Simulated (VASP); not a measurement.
Set up this calculation in VASP 6.6.1, as the native input.

```yaml
Task: single point
Functional: PBEsol
Potentials_or_basis: VASP PAW PBE potentials, release 64 (C, Co)
Cutoff: 520 eV
k_mesh: 2 × 2 × 1
Occupations: gaussian, width 0.02 eV
Spin: collinear spin, ferromagnetic start
Starting_moments: "[0.0, 0.0, 0.0, 0.0, 0.0, 0.0, 0.0, 0.0, 0.0, 0.0, 0.0, 0.0, 0.0, 0.0, 0.0, 0.0, 0.0, 0.0, 1.1] μB"
Dipole_correction: no
Further_INCAR_settings: LREAL = Auto; ALGO = Normal; EDIFF = 1e-06; NBANDS = 60
```

The structure of CoC18 lies in POSCAR:

```
CoC18
1.0
    7.3980000000      0.0000000000      0.0000000000
   -3.6990000000      6.4068560000      0.0000000000
    0.0000000000      0.0000000000     12.0000000000
C Co
18 1
Direct
   -0.0020795948     -0.0090064456      0.0869446667
    0.2187617722      0.1029842094      0.0871280000
   -0.0019332434      0.3263700636      0.0839141667
    0.2215363381      0.4382316381      0.0869373333
   -0.0021047204      0.6612455470      0.0861927500
    0.2186798719      0.7707279514      0.0865711667
    0.3276188010     -0.0090059773      0.0869373333
    0.5510946146      0.1028658987      0.0839053333
    0.3303891012      0.3262342715      0.0871280000
    0.5512324722      0.4382316381      0.0869447500
    0.3304695493      0.6584860031      0.0865725833
    0.5512567282      0.7679757435      0.0861865000
    0.6625483440     -0.0094453504      0.0830683333
    0.8863097049      0.1028683960      0.0839155833
    0.6628480167      0.3263675662      0.0839202500
    0.8866085386      0.4386758497      0.0830857500
    0.6625625321      0.6584867835      0.0865785833
    0.8865851681      0.7707267028      0.0865765833
    0.7745678605      1.2145985488      0.2074918333
```

The input as run:

INCAR

```
ALGO     = Normal         # electronic algorithm
EDIFF    = 1E-6           # SCF threshold, eV
ENCUT    = 520            # plane-wave cutoff, eV
GGA      = PS             # functional
ISIF     = 2              # what is computed and relaxed
ISMEAR   = 0              # smearing method
ISPIN    = 2              # spin polarisation
LASPH    = T              # aspherical terms in the spheres
LCHARG   = F              # write CHGCAR
LMAXMIX  = 4              # l up to which the mixer works
LORBIT   = 11             # projections on sites
LREAL    = Auto         
LWAVE    = F              # write WAVECAR
MAGMOM   = 0 0 0 0 0 0 0 0 0 0 0 0 0 0 0 0 0 0 1.1 # initial moments
NBANDS   = 60             # bands
NELM     = 150            # most SCF steps
PREC     = Accurate       # precision mode
SIGMA    = 0.02           # smearing width, eV
```

KPOINTS

```
k-points
0
Gamma
  2 2 1
```

Potentials or basis: VASP PAW PBE potentials, release 64 (C, Co).

Launch:

```console
$ cat potpaw_PBE.64/C/POTCAR potpaw_PBE.64/Co/POTCAR > POTCAR
$ mpirun -np 1 vasp_std > vasp.out
```

Results of the run:

```yaml
Largest_force: 0.083 eV/Å
Net_moment: 1.50 μB per cell
Site_moments: C +0.00, +0.02, +0.01 (each value once); Co +1.18 μB
Valence_electrons_inside_the_program's_atomic_spheres: C 2.65, 2.64, 2.66 (each value once); Co 8.32
```

Caveat: the k points lie up to 0.49 Å⁻¹ apart; there is no dipole correction, which matters where the two faces differ; the PAW data sets were made with another functional, which shifts forces and pressure a little.

Run time: 19 min on 1 thread of AMD EPYC 7R43 64-Core Processor (Zen 3), on a shared host, peak memory 0.82 GiB.
